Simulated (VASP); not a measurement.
Crystal: GeS.

```
Ge S
1.0
    10.48100    0.00000    0.00000
     0.00000    3.64600    0.00000
     0.00000    0.00000    4.29900
Ge S
4 4
Direct
  0.12210 0.25000 0.12770
  0.37790 0.75000 0.62770
  0.62210 0.25000 0.37230
  0.87790 0.75000 0.87230
  0.84950 0.25000 0.50230
  0.65050 0.75000 0.00230
  0.34950 0.25000 0.99770
  0.15050 0.75000 0.49770
```

* Program: VASP 6.6.1
* Task: relaxation of cell and atoms
* Functional: PBE
* Dispersion: D3(BJ)
* Potentials or basis: VASP PAW PBE potentials, release 64 (Ge_d, S)
* Cutoff: 500 eV
* k mesh: 4 × 8 × 6
* Occupations: gaussian, width 0.02 eV
* Spin: no spin polarisation

At the start: pressure 2.2 GPa; volume 20.54 Å³/atom.

Problem. Where does the relaxation end?

Solution. Over 33 steps the energy falls by 6.2 meV/atom and the volume is 21.31 Å³/atom (+3.8 %); space group Pnma (No. 62, to 0.1 Å) before and after.

The path:
```csv
step,energy change (eV),largest force (eV/Å),pressure (GPa),volume (Å³)
1,0.0000,0.1154,2.23,164.28
2,-0.0350,0.2084,-0.83,171.19
3,-0.0399,0.1541,0.03,169.49
4,-0.0438,0.1090,-0.05,169.96
5,-0.0466,0.0445,-0.17,170.71
6,-0.0466,0.0361,-0.20,170.84
7,-0.0475,0.0478,0.22,170.14
8,-0.0476,0.0449,0.13,170.26
9,-0.0486,0.0233,0.07,170.43
10,-0.0488,0.0192,0.01,170.55
11,-0.0489,0.0145,-0.02,170.63
12,-0.0490,0.0159,-0.07,170.76
13,-0.0491,0.0173,-0.04,170.69
14,-0.0492,0.0204,0.03,170.57
15,-0.0492,0.0215,0.06,170.54
16,-0.0493,0.0177,0.03,170.55
17,-0.0494,0.0152,-0.01,170.58
18,-0.0494,0.0217,-0.04,170.65
19,-0.0494,0.0175,0.00,170.61
20,-0.0495,0.0139,-0.04,170.62
21,-0.0495,0.0109,-0.07,170.65
22,-0.0496,0.0095,-0.03,170.57
23,-0.0496,0.0085,0.00,170.50
24,-0.0496,0.0069,0.06,170.36
25,-0.0496,0.0082,0.02,170.43
26,-0.0496,0.0072,0.04,170.39
27,-0.0496,0.0077,0.03,170.41
28,-0.0496,0.0076,0.04,170.40
29,-0.0497,0.0077,0.06,170.37
30,-0.0498,0.0092,0.05,170.29
31,-0.0498,0.0113,-0.05,170.50
32,-0.0498,0.0108,-0.03,170.46
33,-0.0499,0.0040,0.00,170.47
```

Final structure:
```
CELL_PARAMETERS angstrom
10.64976 0.00000 0.00000
0.00000 3.68318 0.00000
0.00000 0.00000 4.34604
ATOMIC_POSITIONS crystal
Ge 0.12450 0.25000 0.13348
Ge 0.37550 0.75000 0.63348
Ge 0.62450 0.25000 0.36652
Ge 0.87550 0.75000 0.86652
S 0.84958 0.25000 0.49559
S 0.65042 0.75000 0.99559
S 0.34958 0.25000 0.00441
S 0.15042 0.75000 0.50441
```
